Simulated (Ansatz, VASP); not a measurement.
## C: VASP beside Ansatz

Contents of INCAR:

```
PREC     = Accurate       # precision mode
ENCUT    = 520            # plane-wave cutoff, eV
EDIFF    = 1E-7           # SCF threshold, eV
ISMEAR   = 0              # smearing method
SIGMA    = 0.1            # smearing width, eV
LREAL    = False          # projectors in reciprocal space
LASPH    = True           # aspherical terms in the spheres
NELM     = 150            # most SCF steps
ALGO     = Normal         # electronic algorithm
ISIF     = 2              # what is computed and relaxed
LWAVE    = False          # write WAVECAR
LCHARG   = False          # write CHGCAR
ISPIN    = 2              # spin polarisation
MAGMOM   = 1              # initial moments
LORBIT   = 11             # projections on sites
GGA      = PE             # functional
NBANDS   = 12             # bands
```

Contents of KPOINTS:

```
regular mesh
0
Gamma
  10 10 6
```

Contents of POSCAR:

```
C
1.0
    1.6149243608      0.0000000000      0.0000000000
    0.0000000000      1.6149243608      0.0000000000
    0.0000000000      0.0000000000      3.6154811274
C
1
Direct
    0.5000000000      0.5000000000      0.0000000000
```

Input for Ansatz:

```yaml
crystal:
  lattice:
    - [1.6149243608, 0.0, 0.0]
    - [0.0, 1.6149243608, 0.0]
    - [0.0, 0.0, 3.6154811274]
  atoms:
    - { symbol: C, position: [0.5, 0.5, 0.0], spin: 1.0 }
basis:
  ecutwfc: 420
kpoints:
  mp_grid: { grid: [10, 10, 6] }
hamiltonian:
  xc: pbe
scf:
  occupations: { method: gaussian, width: 0.1 }
  lower_state_search: "off"
output:
  forces: true
  stress: true
  eigenvalues: true
  populations: true
magnetization:
  spin_polarized: true
```

Alike in both runs: task single point; functional PBE; k mesh 10 × 10 × 6; occupations gaussian, width 0.1 eV; collinear spin.

```csv
,VASP,Ansatz
version,VASP 6.6.1,Ansatz 0.2.0
potentials or method,"VASP PAW PBE potentials, release 64 (C), cutoff 520 eV","scalar-relativistic, plane waves, PAW"
valence electrons in the cell,4,4
```

VASP gave:

| Quantity | Value |
| --- | --- |
| gap on the k mesh at the Fermi level (eV) | none |
| pressure (GPa) | 0.2 |
| traceless stress, the component that is largest in VASP (GPa) | -0.23 |
| net moment per atom (μB) | 0.00 |

Q: Which values does Ansatz return?

A: gap on the k mesh at the Fermi level (eV): none; pressure (GPa): 0.1; traceless stress, the component that is largest in VASP (GPa): 0.07; net moment per atom (μB): 0.00.

A gap of «none» marks a metal or a gap that the smearing closes. With one functional, cell and mesh, what is left measures potentials, basis and numerics. Ansatz's warnings: seeded moment not kept.

The k mesh is coarse, so the values compare programs but aren't converged.
